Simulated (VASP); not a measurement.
# Ni (Fm-3m) in VASP: single point with r2SCAN

Aim: the single point of Ni with r2SCAN.

Program: VASP 6.6.1. These are calculated values, not measurements. Logs are shortened: lines on timing, memory, paths and dates and some standing lists are left out, and cuts for length are marked.

**1. The cell of the first run**

The structure is cubic, space group Fm-3m (No. 225). The conventional cell has a = 3.545 Å, b = 3.545 Å, c = 3.545 Å, α = 90.00°, β = 90.00°, γ = 90.00°. Ni (site symmetry m-3m) has 12 Ni at 2.51 Å within 3.3 Å.

**2. Single point, r2SCAN, collinear spin**

The input, POSCAR:

```
Ni
1.0
   -1.7725500000     -3.5451000000     -1.7725500000
   -1.7725500000      0.0000000000     -1.7725500000
    1.7725500000      0.0000000000     -1.7725500000
Ni
2
Direct
    0.0000000000      0.0000000000      0.0000000000
    0.5000000000      0.0000000000      0.5000000000
```

The input, INCAR.step1:

```
  PREC = Accurate
  ENCUT = 520
  ISMEAR = -1
  SIGMA = 0.05
  LREAL = False
  LASPH = True
  NELM = 150
  ISPIN = 2
  MAGMOM = 2 0
  LMAXMIX = 4
  ISYM = 0
  NBANDS = 21
  GGA = PE
  ALGO = Normal
  EDIFF = 1E-4
  LWAVE = True
  LCHARG = False
```

The input, INCAR.step2:

```
  PREC = Accurate
  ENCUT = 520
  EDIFF = 1E-7
  ISMEAR = -1
  SIGMA = 0.05
  LREAL = False
  LASPH = True
  NELM = 150
  ALGO = Normal
  ISIF = 2
  LWAVE = False
  LCHARG = True
  ISPIN = 2
  MAGMOM = 2 0
  LORBIT = 11
  LMAXMIX = 4
  METAGGA = R2SCAN
  LMIXTAU = True
  LELF = True
  LVHAR = True
  ISYM = 0
  NBANDS = 21
  ISTART = 1
```

The input, KPOINTS:

```
Automatic mesh
0
Gamma
  8 14 11
```

Potentials or basis: VASP PAW PBE potentials, release 64 (Ni).

Started as:

```bash
cat potpaw_PBE.64/Ni/POTCAR > POTCAR
cp INCAR.step1 INCAR
mpirun -np 1 vasp_std > vasp.out
cp INCAR.step2 INCAR
mpirun -np 1 vasp_std > vasp.out
```

OUTCAR:

```text
PREC = Accurate
   ENCUT = 520
   EDIFF = 1E-7
   ISMEAR = -1
   LREAL = False
   LASPH = True
   NELM = 150
   ISIF = 2
   ISPIN = 2
   LORBIT = 11
   METAGGA = R2SCAN
   ISYM = 0
   ISTART = 1

 ion  position               nearest neighbor table
   1  0.000  0.000  0.000-   2 2.51   2 2.51   2 2.51   2 2.51   2 2.51   2 2.51   2 2.51   2 2.51

   2  0.500  0.000  0.500-   1 2.51   1 2.51   1 2.51   1 2.51   1 2.51   1 2.51   1 2.51   1 2.51

IMPORTANT INFORMATION: All symmetrisations will be switched off!
NOSYMM: (Re-)initialisation of all symmetry stuff for point group C_1.

----------------------------------------------------------------------------------------

                                     Primitive cell

  volume of cell :      22.2769

  direct lattice vectors                    reciprocal lattice vectors
    -1.772550000 -3.545100000 -1.772550000     0.000000000 -0.282079490  0.000000000
    -1.772550000  0.000000000 -1.772550000    -0.282079490  0.282079490 -0.282079490
     1.772550000  0.000000000 -1.772550000     0.282079490  0.000000000 -0.282079490

  length of vectors
     4.341843044  2.506764250  2.506764250     0.282079490  0.488576008  0.398920640

  position of ions in fractional coordinates (direct lattice)
     0.000000000  0.000000000  0.000000000
     0.500000000  0.000000000  0.500000000

  ion indices of the primitive-cell ions
   primitive index   ion index
                 1           1
                 2           2

----------------------------------------------------------------------------------------

 KPOINTS: Automatic mesh

Automatic generation of k-mesh.
 Grid dimensions read from file:
 generate k-points for:    8   14   11

 Generating k-lattice:

  Cartesian coordinates                     Fractional coordinates (reciprocal lattice)
     0.000000000 -0.035259936  0.000000000     0.125000000  0.000000000  0.000000000
    -0.020148535  0.020148535 -0.020148535     0.000000000  0.071428571  0.000000000
     0.025643590  0.000000000 -0.025643590     0.000000000  0.000000000  0.090909091

  Length of vectors
     0.035259936  0.034898286  0.036265513

  Shift w.r.t. Gamma in fractional coordinates (k-lattice)
     0.000000000  0.000000000  0.000000000

 -----------------------------------------------------------------------------
|                                                                             |
|           W    W    AA    RRRRR   N    N  II  N    N   GGGG   !!!           |
|           W    W   A  A   R    R  NN   N  II  NN   N  G    G  !!!           |
|           W    W  A    A  R    R  N N  N  II  N N  N  G       !!!           |
|           W WW W  AAAAAA  RRRRR   N  N N  II  N  N N  G  GGG   !            |
|           WW  WW  A    A  R   R   N   NN  II  N   NN  G    G                |
|           W    W  A    A  R    R  N    N  II  N    N   GGGG   !!!           |
|                                                                             |
|     Your reciprocal lattice and k-lattice belong to different lattice       |
|     classes:                                                                |
|                                                                             |
|        The reciprocal lattice is simple tetragonal,                         |
|        whereas your k-lattice is simple monoclinic.                         |
|                                                                             |
|     Results are often still useful ...                                      |
|                                                                             |
 -----------------------------------------------------------------------------

 WARNING: IBZKPT: internal override: KBLOWUP is changed to .FALSE.
      ... skipping the blow-up phase ...

 Subroutine IBZKPT returns following result:
 ===========================================

 Found    618 irreducible k-points:

 Following reciprocal coordinates:
            Coordinates               Weight
  0.000000  0.000000  0.000000      1.000000
  0.125000  0.000000  0.000000      2.000000
  0.250000  0.000000  0.000000      2.000000
  0.375000  0.000000  0.000000      2.000000
  0.500000  0.000000  0.000000      1.000000
  0.000000  0.071429  0.000000      2.000000
[... 16 lines left out ...]
  0.125000  0.214286  0.000000      2.000000
  0.250000  0.214286  0.000000      2.000000
 [... further k-points ...]
   k-points           NKPTS =    618   k-points in BZ     NKDIM =    618   number of bands    NBANDS=     21
   number of dos      NEDOS =    301   number of ions     NIONS =      2
   total plane-waves  NPLWV =  12800
   dimension x,y,z NGX =    32 NGY =   20 NGZ =   20
   dimension x,y,z NGXF=    64 NGYF=   40 NGZF=   40
   ions per type =               2
   NGX,Y,Z   is equivalent  to a cutoff of  12.25, 13.26, 13.26 a.u.
   NGXF,Y,Z  is equivalent  to a cutoff of  24.51, 26.53, 26.53 a.u.
 SYSTEM =  unknown system
   PREC   = accura    normal or accurate (medium, high low for compatibility)
   ISTART =      1    job   : 0-new  1-cont  2-samecut
   ICHARG =      0    charge: 1-file 2-atom 10-const
   ISPIN  =      2    spin polarized calculation?
   LNONCOLLINEAR =      F non collinear calculations
   LSORBIT =      F    spin-orbit coupling
   LASPH  =      T    aspherical Exc in radial PAW
   ENCUT  =  520.0 eV  38.22 Ry    6.18 a.u.   8.07  4.66  4.66*2*pi/ulx,y,z
   NELM   =    150;   NELMIN=  2; NELMDL=  0     # of ELM steps
   EDIFF  = 0.1E-06   stopping-criterion for ELM
   LREAL  =      F    real-space projection
   EDIFFG = 0.1E-05   stopping-criterion for IOM
   NSW    =      0    number of steps for IOM
   IBRION =     -1    ionic relax: 0-MD 1-quasi-New 2-CG
   NFREE  =      0    steps in history (QN), initial steepest desc. (CG)
   ISIF   =      2    stress and relaxation
   ISYM   =      0    0-nonsym 1-usesym 2-fastsym
   POTIM  = 0.5000    time-step for ionic-motion
   TEBEG  =    0.0;   TEEND  =   0.0 temperature during run
   PSTRESS=    0.0 pullay stress
   NELECT =      20.0000    total number of electrons
   NUPDOWN=      -1.0000    fix difference up-down
   EMIN   =  10.00;   EMAX   =-10.00  energy-range for DOS
   EFERMI =   0.00;   METHOD = LEGACY
   ISMEAR =    -1;   SIGMA  =   0.05  broadening in eV -4-tet -1-fermi 0-gaus
   EFERMI_NEDOS =   21; number of points for ismear=-14 and -15
   IALGO  =     38    algorithm
   IMIX   =      4    mixing-type and parameters
     AMIX     =   0.40;   BMIX     =  1.00
     AMIX_MAG =   1.60;   BMIX_MAG =  1.00
  volume/ion in A,a.u.               =      11.14        75.17
  Fermi-wavevector in a.u.,A,eV,Ry     =   1.579306  2.984456 33.935761  2.494208
  Thomas-Fermi vector in A             =   2.679705
   LORBIT       =     11    0 simple, 1 ext, 2 COOP (PROOUT), +10 PAW based schemes
   METAGGA = R2SCAN    functional components
   LHFCALC =     F    Hartree Fock is set to
   AEXX    =    0.0000 exact exchange contribution
   IVDW    =     0    specifies the selected vdW correction
   LEPSILON=     F    determine dielectric tensor
   LRPA    =     F    only Hartree local field effects (RPA)
 spin polarized calculation
  energy-cutoff  :      520.00
  volume of cell :       22.28
 maximum number of plane-waves:       614
   NGX = 17   NGY =  9   NGZ =  9

 number of electron      19.9999987 magnetization       1.5151704

 Free energy of the ion-electron system (eV)
  ---------------------------------------------------
  ext. energy  EPLUGINS =         0.00000000
  ---------------------------------------------------
  free energy    TOTEN  =       -23.85367926 eV

  energy without entropy =      -23.83148911  energy(sigma->0) =      -23.84258418

 E-fermi :   9.0050     XC(G=0): -14.2295

 val. band max:        9.0041523818   @ k =  -0.1250  -0.1429   0.4545
 cond. band min:       9.0056724205   @ k =   0.0000   0.0000   0.3636
 fundamental gap:      0.0015200387
 Fermi energy:         9.0049796717

 spin component 1

 k-point     1 :       0.0000    0.0000    0.0000
  band No.  band energies     occupation
      1      -0.2455      1.00000
      2       4.0606      1.00000
      3       4.3785      1.00000
      4       6.0710      1.00000
      5       6.0738      1.00000
      6       6.0743      1.00000
[... 13 lines left out ...]
     20      37.2842      0.00000
     21      37.2845      0.00000

 k-point     2 :       0.1250    0.0000    0.0000
  band No.  band energies     occupation
      1      -0.0382      1.00000
      2       4.0769      1.00000
      3       4.4387      1.00000
      4       6.0046      1.00000
      5       6.1262      1.00000
      6       6.1294      1.00000
[... 520 lines left out ...]
 k-point    24 :       0.2500    0.2143    0.0000
  band No.  band energies     occupation
      1       0.9517      1.00000
      2       4.5556      1.00000
      3       4.7830      1.00000
      4       5.7994      1.00000
      5       6.2994      1.00000
      6       6.3010      1.00000
[... 13 lines left out ...]
     20      38.5570      0.00000
     21      39.0518      0.00000

 [... further k-points ...]

 spin component 2

 k-point     1 :       0.0000    0.0000    0.0000
  band No.  band energies     occupation
      1      -0.5037      1.00000
      2       4.4973      1.00000
      3       5.4708      1.00000
      4       7.4636      1.00000
      5       7.4668      1.00000
      6       7.4693      1.00000
[... 13 lines left out ...]
     20      37.4006      0.00000
     21      37.4010      0.00000

 k-point     2 :       0.1250    0.0000    0.0000
  band No.  band energies     occupation
      1      -0.2945      1.00000
      2       4.4832      1.00000
      3       5.5405      1.00000
      4       7.3839      1.00000
      5       7.5225      1.00000
      6       7.5282      1.00000
[... 520 lines left out ...]
 k-point    24 :       0.2500    0.2143    0.0000
  band No.  band energies     occupation
      1       0.7102      1.00000
      2       5.0870      1.00000
      3       5.7798      1.00000
      4       7.1191      1.00000
      5       7.5871      1.00000
      6       7.6995      1.00000
[... 13 lines left out ...]
     20      38.6841      0.00000
     21      39.1962      0.00000

 [... further k-points ...]

------------------------ aborting loop because EDIFF is reached ----------------------------------------

  FORCE on cell =-STRESS in cart. coord.  units (eV):
  Direction    XX          YY          ZZ          XY          YZ          ZX
  --------------------------------------------------------------------------------------
  -------------------------------------------------------------------------------------
  Total       -1.4335409     -1.4536317     -1.4335408     -0.0047922     -0.0047896     -0.0233505
  in kB     -103.1015483   -104.5464977   -103.1015408     -0.3446610     -0.3444708     -1.6793903
  external PRESSURE =    -103.5831956 kB  Pullay stress =       0.0000000 kB

 VOLUME and BASIS-vectors are now :
 -----------------------------------------------------------------------------
  energy-cutoff  :      520.00
  volume of cell :       22.28
      direct lattice vectors                 reciprocal lattice vectors
    -1.772550000 -3.545100000 -1.772550000     0.000000000 -0.282079490  0.000000000
    -1.772550000  0.000000000 -1.772550000    -0.282079490  0.282079490 -0.282079490
     1.772550000  0.000000000 -1.772550000     0.282079490  0.000000000 -0.282079490

 POSITION                                       TOTAL-FORCE (eV/Angst)
 -----------------------------------------------------------------------------------
      0.00000      0.00000      0.00000         0.000000      0.000000     -0.000000
      0.00000     -1.77255     -1.77255        -0.000000     -0.000000      0.000000
 -----------------------------------------------------------------------------------
    total drift:                                0.000000     -0.000000     -0.000000

  FREE ENERGIE OF THE ION-ELECTRON SYSTEM (eV)
  ---------------------------------------------------
  free  energy   TOTEN  =       -23.8536792577 eV

  energy  without entropy=      -23.8314891106  energy(sigma->0) =      -23.84258418

 total charge

# of ion       s       p       d       tot
------------------------------------------
    1        0.505   0.500   8.298   9.302
    2        0.505   0.500   8.298   9.302
--------------------------------------------------
tot          1.010   0.999  16.596  18.605

 magnetization (x)

# of ion       s       p       d       tot
------------------------------------------
    1       -0.009  -0.042   0.835   0.784
    2       -0.009  -0.042   0.835   0.784
--------------------------------------------------
tot         -0.019  -0.083   1.670   1.568
```

Run time: 79 min. Hardware: 1 thread of Oxide Virtual Turin-like, shared host; peak memory 0.44 GiB.

Results:

| Property | Result |
| --- | --- |
| Free energy | -23.8537 eV |
| Pressure | -10.4 GPa |
| Net moment | 1.52 μB per cell |
| Site moments | Ni +0.78 μB |
| Valence electrons inside the program's atomic spheres | Ni 9.30 |

Stress tensor (GPa, compression positive):
```
-10.31  -0.03  -0.17
 -0.03 -10.45  -0.03
 -0.17  -0.03 -10.31
```

Caveat: the cell stands under tension; the PAW data sets were made with another functional, which shifts forces and pressure a little.
